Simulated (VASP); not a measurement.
# GdN (Fm-3m) in VASP: a series of runs

GdN is run at these levels: PBE+U, revPBE+U; tasks: single point.

Everything below comes from runs of VASP 6.6.1. Logs are shortened: lines on timing, memory, paths and dates and some standing lists are left out, and cuts for length are marked.

**1. The cell of the first run**

Symmetry: Fm-3m, No. 225, cubic system. Conventional cell: a = 4.999 Å, b = 4.999 Å, c = 4.999 Å, α = 90.00°, β = 90.00°, γ = 90.00°. Within 3.3 Å of Gd (site symmetry m-3m) lie 6 N at 2.50 Å. N (site symmetry m-3m) has 6 Gd at 2.50 Å within 3.3 Å.

**2. Single point, PBE+U, collinear spin, ferromagnetic start**

INCAR reads:

```
SYSTEM = GdN
PREC = Accurate
ENCUT = 520
EDIFF = 1E-6
ISMEAR = 0
SIGMA = 0.05
LREAL = .FALSE.
LASPH = .TRUE.
NELM = 150
ALGO = Normal
ISIF = 2
LWAVE = .FALSE.
LCHARG = .FALSE.
ISPIN = 2
MAGMOM = 7 0
LORBIT = 11
LMAXMIX = 6
LDAU = .TRUE.
LDAUTYPE = 2
LDAUL = 3 -1
LDAUU = 6 0
LDAUJ = 0 0
LDAUPRINT = 1
GGA = PE
NBANDS = 22
```

KPOINTS reads:

```
regular mesh
0
G
  5 5 5
  0 0 0
```

POSCAR reads:

```
GdN
1.0
    0.0000000000      2.4994985661      2.4994985661
    2.4994985661      0.0000000000      2.4994985661
    2.4994985661      2.4994985661      0.0000000000
Gd N
1 1
Direct
    0.5000000000      0.5000000000      0.5000000000
    0.0000000000      0.0000000000      0.0000000000
```

Potentials or basis: VASP PAW PBE potentials, release 64 (Gd, N).

Command:

```console
$ cat potpaw_PBE.64/Gd/POTCAR potpaw_PBE.64/N/POTCAR > POTCAR
$ mpirun -np 1 vasp_std > vasp.out
```

OUTCAR:

```text
SYSTEM = GdN
   PREC = Accurate
   ENCUT = 520
   EDIFF = 1E-6
   ISMEAR = 0
   LREAL = .FALSE.
   LASPH = .TRUE.
   NELM = 150
   ISIF = 2
   ISPIN = 2
   LORBIT = 11
   GGA = PE

 ion  position               nearest neighbor table
   1  0.500  0.500  0.500-   2 2.50   2 2.50   2 2.50   2 2.50   2 2.50   2 2.50
   2  0.000  0.000  0.000-   1 2.50   1 2.50   1 2.50   1 2.50   1 2.50   1 2.50

  LATTYP: Found a face centered cubic cell.
 ALAT       =     4.9989971322

  Lattice vectors:

 A1 = (   0.0000000000,   2.4994985661,   2.4994985661)
 A2 = (   2.4994985661,   0.0000000000,   2.4994985661)
 A3 = (   2.4994985661,   2.4994985661,   0.0000000000)

Analysis of symmetry for initial positions (statically):
=====================================================================
 Subroutine PRICEL returns:
 Original cell was already a primitive cell.

 Routine SETGRP: Setting up the symmetry group for a
 face centered cubic supercell.

 Subroutine GETGRP returns: Found 48 space group operations
 (whereof 48 operations were pure point group operations)
 out of a pool of 48 trial point group operations.

The static configuration has the point symmetry O_h .

Analysis of symmetry for dynamics (positions and initial velocities):
=====================================================================
 Subroutine PRICEL returns:
 Original cell was already a primitive cell.

 Routine SETGRP: Setting up the symmetry group for a
 face centered cubic supercell.

 Subroutine GETGRP returns: Found 48 space group operations
 (whereof 48 operations were pure point group operations)
 out of a pool of 48 trial point group operations.

The dynamic configuration has the point symmetry O_h .

Analysis of structural, dynamic, and magnetic symmetry:
=====================================================================
 Subroutine PRICEL returns:
 Original cell was already a primitive cell.

 Routine SETGRP: Setting up the symmetry group for a
 face centered cubic supercell.

 Subroutine GETGRP returns: Found 48 space group operations
 (whereof 48 operations were pure point group operations)
 out of a pool of 48 trial point group operations.

The overall configuration has the point symmetry O_h .

 Subroutine INISYM returns: Found 48 space group operations
 (whereof 48 operations are pure point group operations),
 and found     1 'primitive' translations

----------------------------------------------------------------------------------------

                                     Primitive cell

  volume of cell :      31.2312

  direct lattice vectors                    reciprocal lattice vectors
     0.000000000  2.499498566  2.499498566    -0.200040123  0.200040123  0.200040123
     2.499498566  0.000000000  2.499498566     0.200040123 -0.200040123  0.200040123
     2.499498566  2.499498566  0.000000000     0.200040123  0.200040123 -0.200040123

  length of vectors
[... 111 lines left out ...]

 onsite density matrix

spin component  1

  0.9918  0.0000  0.0010 -0.0000 -0.0000 -0.0000  0.0000
  0.0000  0.9891 -0.0000 -0.0000  0.0000  0.0000 -0.0000
  0.0010 -0.0000  0.9913 -0.0000  0.0000 -0.0000 -0.0000
 -0.0000 -0.0000 -0.0000  0.9926 -0.0000  0.0000  0.0000
 -0.0000  0.0000  0.0000 -0.0000  0.9913 -0.0000 -0.0010
 -0.0000  0.0000 -0.0000  0.0000 -0.0000  0.9905 -0.0000
  0.0000 -0.0000 -0.0000  0.0000 -0.0010 -0.0000  0.9918

spin component  2

  0.0078 -0.0000  0.0033  0.0000 -0.0000 -0.0000  0.0000
 -0.0000  0.0004  0.0000  0.0000 -0.0000 -0.0000  0.0000
  0.0033  0.0000  0.0060 -0.0000  0.0000  0.0000 -0.0000
  0.0000  0.0000 -0.0000  0.0104  0.0000 -0.0000  0.0000
 -0.0000 -0.0000  0.0000  0.0000  0.0060  0.0000 -0.0033
 -0.0000 -0.0000  0.0000 -0.0000  0.0000  0.0035 -0.0000
  0.0000  0.0000 -0.0000  0.0000 -0.0033 -0.0000  0.0078

 occupancies and eigenvectors

  o =  0.0004  v =  0.0000  0.0000  0.0000  0.0000  0.0000  0.0000  0.0000 -0.0000 -1.0000  0.0000 -0.0000 -0.0000  0.0000  0.0000      0.0000  0.0000  0.0000  0.0000  0.0000  0.0000  0.0000  0.0000  0.0000  0.0000  0.0000  0.0000  0.0000  0.0000
  o =  0.0035  v =  0.0000  0.0000  0.0000  0.0000  0.0000  0.0000  0.0000  0.0001  0.0000 -0.0002 -0.0000  0.7906 -0.0001  0.6124      0.0000  0.0000  0.0000  0.0000  0.0000  0.0000  0.0000  0.0000  0.0000  0.0000  0.0000  0.0000  0.0000  0.0000
  o =  0.0035  v =  0.0000  0.0000  0.0000  0.0000  0.0000  0.0000  0.0000  0.6124 -0.0000 -0.7906 -0.0000 -0.0002  0.0000 -0.0001      0.0000  0.0000  0.0000  0.0000  0.0000  0.0000  0.0000  0.0000  0.0000  0.0000  0.0000  0.0000  0.0000  0.0000
  o =  0.0035  v =  0.0000  0.0000  0.0000  0.0000  0.0000  0.0000  0.0000 -0.0000 -0.0000  0.0000  0.0000  0.0001  1.0000  0.0000      0.0000  0.0000  0.0000  0.0000  0.0000  0.0000  0.0000  0.0000  0.0000  0.0000  0.0000  0.0000  0.0000  0.0000
  o =  0.0104  v =  0.0000  0.0000  0.0000  0.0000  0.0000  0.0000  0.0000 -0.0000 -0.0000 -0.0000  0.0007  0.6124  0.0000 -0.7906      0.0000  0.0000  0.0000  0.0000  0.0000  0.0000  0.0000  0.0000  0.0000  0.0000  0.0000  0.0000  0.0000  0.0000
  o =  0.0104  v =  0.0000  0.0000  0.0000  0.0000  0.0000  0.0000  0.0000 -0.0004  0.0000 -0.0003 -1.0000  0.0004  0.0000 -0.0005      0.0000  0.0000  0.0000  0.0000  0.0000  0.0000  0.0000  0.0000  0.0000  0.0000  0.0000  0.0000  0.0000  0.0000
  o =  0.0104  v =  0.0000  0.0000  0.0000  0.0000  0.0000  0.0000  0.0000  0.7906 -0.0000  0.6124 -0.0005  0.0000  0.0000 -0.0000      0.0000  0.0000  0.0000  0.0000  0.0000  0.0000  0.0000  0.0000  0.0000  0.0000  0.0000  0.0000  0.0000  0.0000
  o =  0.9891  v = -0.0000  1.0000  0.0000  0.0000  0.0000 -0.0000  0.0000  0.0000  0.0000  0.0000  0.0000  0.0000  0.0000  0.0000      0.0000  0.0000  0.0000  0.0000  0.0000  0.0000  0.0000  0.0000  0.0000  0.0000  0.0000  0.0000  0.0000  0.0000
  o =  0.9905  v = -0.0022 -0.0000  0.0028 -0.0000 -0.0425  0.9985 -0.0330  0.0000  0.0000  0.0000  0.0000  0.0000  0.0000  0.0000      0.0000  0.0000  0.0000  0.0000  0.0000  0.0000  0.0000  0.0000  0.0000  0.0000  0.0000  0.0000  0.0000  0.0000
  o =  0.9905  v =  0.6124  0.0000 -0.7906  0.0000  0.0003  0.0036  0.0003  0.0000  0.0000  0.0000  0.0000  0.0000  0.0000  0.0000      0.0000  0.0000  0.0000  0.0000  0.0000  0.0000  0.0000  0.0000  0.0000  0.0000  0.0000  0.0000  0.0000  0.0000
  o =  0.9905  v = -0.0004 -0.0000  0.0005  0.0000  0.7894  0.0538  0.6115  0.0000  0.0000  0.0000  0.0000  0.0000  0.0000  0.0000      0.0000  0.0000  0.0000  0.0000  0.0000  0.0000  0.0000  0.0000  0.0000  0.0000  0.0000  0.0000  0.0000  0.0000
  o =  0.9926  v = -0.0000 -0.0000  0.0000  1.0000  0.0039  0.0000 -0.0051  0.0000  0.0000  0.0000  0.0000  0.0000  0.0000  0.0000      0.0000  0.0000  0.0000  0.0000  0.0000  0.0000  0.0000  0.0000  0.0000  0.0000  0.0000  0.0000  0.0000  0.0000
  o =  0.9926  v =  0.7906 -0.0000  0.6124 -0.0000 -0.0000 -0.0000  0.0000  0.0000  0.0000  0.0000  0.0000  0.0000  0.0000  0.0000      0.0000  0.0000  0.0000  0.0000  0.0000  0.0000  0.0000  0.0000  0.0000  0.0000  0.0000  0.0000  0.0000  0.0000
  o =  0.9926  v = -0.0000  0.0000  0.0000 -0.0064  0.6124  0.0000 -0.7906  0.0000  0.0000  0.0000  0.0000  0.0000  0.0000  0.0000      0.0000  0.0000  0.0000  0.0000  0.0000  0.0000  0.0000  0.0000  0.0000  0.0000  0.0000  0.0000  0.0000  0.0000

 number of electron      23.0000005 magnetization       6.9995753

 Free energy of the ion-electron system (eV)
  ---------------------------------------------------
  ext. energy  EPLUGINS =         0.00000000
  ---------------------------------------------------
  free energy    TOTEN  =       -22.79195721 eV

  energy without entropy =      -22.79127634  energy(sigma->0) =      -22.79161678

 E-fermi :   3.6296     XC(G=0): -11.5355

 val. band max:        3.6295059062   @ k =   0.4000   0.4000   0.0000
 cond. band min:       3.9630291234   @ k =   0.0000   0.0000   0.0000
 fundamental gap:      0.3335232172
 Fermi energy:         3.6295604352

 spin component 1

 k-point     1 :       0.0000    0.0000    0.0000
  band No.  band energies     occupation
      1     -39.9752      1.00000
      2     -16.9686      1.00000
      3     -16.9686      1.00000
      4     -16.9686      1.00000
      5      -9.0644      1.00000
      6      -2.5541      1.00000
[... 239 lines left out ...]
     21      14.9446      0.00000
     22      15.8588      0.00000
 Fermi energy:         3.6295604352

 spin component 2

 k-point     1 :       0.0000    0.0000    0.0000
  band No.  band energies     occupation
      1     -36.8563      1.00000
      2     -14.7013      1.00000
      3     -14.7013      1.00000
      4     -14.7013      1.00000
      5      -9.1193      1.00000
      6       3.3853      1.00000
[... 239 lines left out ...]
     21      15.9419      0.00000
     22      16.8907      0.00000

------------------------ aborting loop because EDIFF is reached ----------------------------------------

  FORCE on cell =-STRESS in cart. coord.  units (eV):
  Direction    XX          YY          ZZ          XY          YZ          ZX
  --------------------------------------------------------------------------------------
  -------------------------------------------------------------------------------------
  Total        0.1767649      0.1767649      0.1767649      0.0000000     -0.0000000      0.0000000
  in kB        9.0681359      9.0681359      9.0681359      0.0000000     -0.0000000      0.0000000
  external PRESSURE =       9.0681359 kB  Pullay stress =       0.0000000 kB

 VOLUME and BASIS-vectors are now :
 -----------------------------------------------------------------------------
  energy-cutoff  :      520.00
  volume of cell :       31.23
      direct lattice vectors                 reciprocal lattice vectors
     0.000000000  2.499498566  2.499498566    -0.200040123  0.200040123  0.200040123
     2.499498566  0.000000000  2.499498566     0.200040123 -0.200040123  0.200040123
     2.499498566  2.499498566  0.000000000     0.200040123  0.200040123 -0.200040123

 POSITION                                       TOTAL-FORCE (eV/Angst)
 -----------------------------------------------------------------------------------
      2.49950      2.49950      2.49950         0.000000      0.000000     -0.000000
      0.00000      0.00000      0.00000        -0.000000     -0.000000      0.000000
 -----------------------------------------------------------------------------------
    total drift:                                0.000000      0.000000      0.000000

  FREE ENERGIE OF THE ION-ELECTRON SYSTEM (eV)
  ---------------------------------------------------
  free  energy   TOTEN  =       -22.7919572135 eV

  energy  without entropy=      -22.7912763428  energy(sigma->0) =      -22.79161678

 total charge

# of ion       s       p       d       f       tot
--------------------------------------------------
    1        2.035   5.668   0.537   6.973  15.212
    2        1.248   2.388   0.000   0.000   3.636
--------------------------------------------------
tot          3.282   8.056   0.537   6.973  18.848

 magnetization (x)

# of ion       s       p       d       f       tot
--------------------------------------------------
    1       -0.006  -0.086   0.073   6.892   6.873
    2       -0.009  -0.107   0.000   0.000  -0.117
--------------------------------------------------
tot         -0.015  -0.193   0.073   6.892   6.756
```

It took 59 s on 1 thread of AMD EPYC 7R13, shared host; peak memory 0.15 GiB.

What came out:

```yaml
Free_energy: -22.7920 eV
Pressure: 0.9 GPa
Band_gap_on_the_k_mesh: zero (filled and empty bands overlap)
Net_moment: 7.00 μB per cell
Site_moments: Gd +6.87; N -0.12 μB
Valence_electrons_inside_the_program's_atomic_spheres: Gd 15.21; N 3.64
```

Eigenvalues of the final occupation matrices:
| site | spin | trace | eigenvalues |
| --- | --- | --- | --- |
| site 1 f | 1 | 6.94 | 0.99 0.99 0.99 0.99 0.99 0.99 0.99 |
| site 1 f | 2 | 0.04 | 0.00 0.00 0.00 0.00 0.01 0.01 0.01 |

Caveat: the k points lie up to 0.44 Å⁻¹ apart; spin-orbit coupling is left out, which moves the levels of the heavy elements; a cell with one magnetic atom can't hold antiferromagnetic order, which such compounds often take. The state reached can hang on the start; a lower one may exist.

**3. Single point, PBE+U, collinear spin, ferromagnetic start**

INCAR reads:

```
PREC = Accurate
ENCUT = 520
EDIFF = 1E-7
ISMEAR = 0
SIGMA = 0.05
LREAL = F
LASPH = T
NELM = 150
ALGO = Normal
ISIF = 2
LWAVE = F
LCHARG = F
ISPIN = 2
MAGMOM = 7.63 0
LORBIT = 11
LMAXMIX = 6
LDAU = T
LDAUTYPE = 2
LDAUL = 3 -1
LDAUU = 6 0
LDAUJ = 0 0
LDAUPRINT = 1
GGA = PE
NBANDS = 22
```

KPOINTS reads:

```
regular mesh
0
Gamma
  6 6 6
```

POSCAR is that of step 2.

Potentials or basis: VASP PAW PBE potentials, release 64 (Gd, N).

Command:

```console
$ cat potpaw_PBE.64/Gd/POTCAR potpaw_PBE.64/N/POTCAR > POTCAR
$ mpirun -np 1 vasp_std > vasp.out
```

Run time: 94 s. Hardware: 1 thread of AMD EPYC 7R13, shared host; peak memory 0.16 GiB.

Results (log left out):

```
Free energy                                           : -22.8054 eV
Pressure                                              : 0.7 GPa
Band gap on the k mesh                                : zero (filled and empty bands overlap)
Net moment                                            : 7.00 μB per cell
Site moments                                          : Gd +6.87; N -0.11 μB
Valence electrons inside the program's atomic spheres : Gd 15.21; N 3.63
```

Levels at points of the mesh, in eV from the Fermi level:
Spin up:
```csv
k point,band 11,band 12,band 13,band 14,band 15,band 16,band 17,band 18,band 19,band 20
"(0.00, 0.00, 0.00)",-6.10,-6.10,0.19,0.19,0.19,2.60,2.60,2.60,3.30,4.69
"(0.50, 0.00, 0.00)",-6.10,-6.06,-4.20,-2.39,-2.39,5.21,5.93,5.93,6.59,9.97
"(0.50, 0.50, 0.00)",-6.16,-6.14,-1.30,-0.33,-0.20,-0.20,6.54,6.58,7.61,7.61
```
Spin down:
| k point | band 6 | band 7 | band 8 | band 9 | band 10 | band 11 |
| --- | --- | --- | --- | --- | --- | --- |
| (0.00, 0.00, 0.00) | -0.38 | -0.38 | -0.38 | 3.41 | 3.41 | 3.41 |
| (0.50, 0.00, 0.00) | -3.96 | -2.30 | -2.30 | 4.46 | 4.83 | 4.83 |
| (0.50, 0.50, 0.00) | -1.01 | -0.46 | -0.46 | 0.32 | 4.90 | 4.93 |

Eigenvalues of the final occupation matrices:
```csv
site,spin,trace,eigenvalues
site 1 f,1,6.94,0.99 0.99 0.99 0.99 0.99 0.99 0.99
site 1 f,2,0.04,0.00 0.00 0.00 0.00 0.01 0.01 0.01
```

Caveat: the k points lie up to 0.36 Å⁻¹ apart; spin-orbit coupling is left out, which moves the levels of the heavy elements; a cell with one magnetic atom can't hold antiferromagnetic order, which such compounds often take.

**4. Single point, PBE+U, collinear spin, ferromagnetic start**

INCAR reads:

```
SYSTEM = GdN
PREC     = Accurate       ! precision mode
ENCUT    = 520            ! plane-wave cutoff, eV
EDIFF    = 1E-6           ! SCF threshold, eV
ISMEAR   = -1             ! smearing method
SIGMA    = 0.05           ! smearing width, eV
LREAL    = .False.        ! projectors in reciprocal space
LASPH    = .True.         ! aspherical terms in the spheres
NELM     = 150            ! most SCF steps
ALGO     = Normal         ! electronic algorithm
ISIF     = 2              ! what is computed and relaxed
LWAVE    = .False.        ! write WAVECAR
LCHARG   = .False.        ! write CHGCAR
ISPIN    = 2              ! spin polarisation
MAGMOM   = 7 0            ! initial moments
LORBIT   = 11             ! projections on sites
LMAXMIX  = 6              ! l up to which the mixer works
LDAU     = .True.         ! DFT+U
LDAUTYPE = 2            
LDAUL    = 3 -1           ! shell
LDAUU    = 6 0            ! U, eV
LDAUJ    = 0 0          
LDAUPRINT= 1            
GGA      = PE             ! functional
NBANDS   = 22             ! bands
```

KPOINTS reads:

```
Automatic mesh
0
Gamma
  8 8 8
  0 0 0
```

POSCAR is that of step 3.

Potentials or basis: VASP PAW PBE potentials, release 64 (Gd, N).

Command:

```console
$ cat potpaw_PBE.64/Gd/POTCAR potpaw_PBE.64/N/POTCAR > POTCAR
$ mpirun -np 1 vasp_std > vasp.out
```

OUTCAR:

```text
SYSTEM = GdN
   PREC = Accurate
   ENCUT = 520
   EDIFF = 1E-6
   ISMEAR = -1
   LREAL = .False.
   LASPH = .True.
   NELM = 150
   ISIF = 2
   ISPIN = 2
   LORBIT = 11
   GGA = PE

 ion  position               nearest neighbor table
   1  0.500  0.500  0.500-   2 2.50   2 2.50   2 2.50   2 2.50   2 2.50   2 2.50
   2  0.000  0.000  0.000-   1 2.50   1 2.50   1 2.50   1 2.50   1 2.50   1 2.50

  LATTYP: Found a face centered cubic cell.
 ALAT       =     4.9989971322

  Lattice vectors:

 A1 = (   0.0000000000,   2.4994985661,   2.4994985661)
 A2 = (   2.4994985661,   0.0000000000,   2.4994985661)
 A3 = (   2.4994985661,   2.4994985661,   0.0000000000)

Analysis of symmetry for initial positions (statically):
=====================================================================
 Subroutine PRICEL returns:
 Original cell was already a primitive cell.

[... 233 lines left out ...]
 Fermi energy:         3.7127799660

 spin component 1

 k-point     1 :       0.0000    0.0000    0.0000
  band No.  band energies     occupation
      1     -39.9738      1.00000
      2     -16.9668      1.00000
      3     -16.9668      1.00000
      4     -16.9668      1.00000
      5      -9.0781      1.00000
      6      -2.5552      1.00000
[... 1193 lines left out ...]
     21      15.6969      0.00000
     22      16.5420      0.00000

 [... further k-points ...]
[... 5 lines left out ...]
  --------------------------------------------------------------------------------------
  -------------------------------------------------------------------------------------
  Total        0.1430001      0.1430001      0.1430001      0.0000000      0.0000000      0.0000000
  in kB        7.3359842      7.3359842      7.3359842      0.0000000      0.0000000      0.0000000
  external PRESSURE =       7.3359842 kB  Pullay stress =       0.0000000 kB

 VOLUME and BASIS-vectors are now :
 -----------------------------------------------------------------------------
  energy-cutoff  :      520.00
  volume of cell :       31.23
      direct lattice vectors                 reciprocal lattice vectors
     0.000000000  2.499498566  2.499498566    -0.200040123  0.200040123  0.200040123
     2.499498566  0.000000000  2.499498566     0.200040123 -0.200040123  0.200040123
     2.499498566  2.499498566  0.000000000     0.200040123  0.200040123 -0.200040123

 POSITION                                       TOTAL-FORCE (eV/Angst)
 -----------------------------------------------------------------------------------
      2.49950      2.49950      2.49950         0.000000      0.000000     -0.000000
      0.00000      0.00000      0.00000        -0.000000     -0.000000      0.000000
 -----------------------------------------------------------------------------------
    total drift:                                0.000000      0.000000      0.000000

  FREE ENERGIE OF THE ION-ELECTRON SYSTEM (eV)
  ---------------------------------------------------
  free  energy   TOTEN  =       -22.8110101938 eV

  energy  without entropy=      -22.8099318492  energy(sigma->0) =      -22.81047102

 total charge

# of ion       s       p       d       f       tot
--------------------------------------------------
    1        2.035   5.667   0.538   6.972  15.213
    2        1.248   2.386   0.000   0.000   3.634
--------------------------------------------------
tot          3.283   8.054   0.538   6.972  18.847

 magnetization (x)

# of ion       s       p       d       f       tot
--------------------------------------------------
    1       -0.006  -0.086   0.071   6.893   6.871
    2       -0.009  -0.104   0.000   0.000  -0.113
--------------------------------------------------
tot         -0.015  -0.190   0.071   6.893   6.758
```

It took 2.3 min on 1 thread of AMD EPYC 7R13, shared host; peak memory 0.17 GiB.

What came out:

- Free energy: -22.8110 eV
- Pressure: 0.7 GPa
- Band gap on the k mesh: zero (filled and empty bands overlap)
- Net moment: 7.00 μB per cell
- Site moments: Gd +6.87; N -0.11 μB
- Valence electrons inside the program's atomic spheres: Gd 15.21; N 3.63

Eigenvalues of the final occupation matrices:
```tsv
site	spin	trace	eigenvalues
site 1 f	1	6.94	0.99 0.99 0.99 0.99 0.99 0.99 0.99
site 1 f	2	0.04	0.00 0.00 0.00 0.00 0.01 0.01 0.01
```

Caveat: spin-orbit coupling is left out, which moves the levels of the heavy elements; a cell with one magnetic atom can't hold antiferromagnetic order, which such compounds often take.

(Part 1 of 2 ends here.)
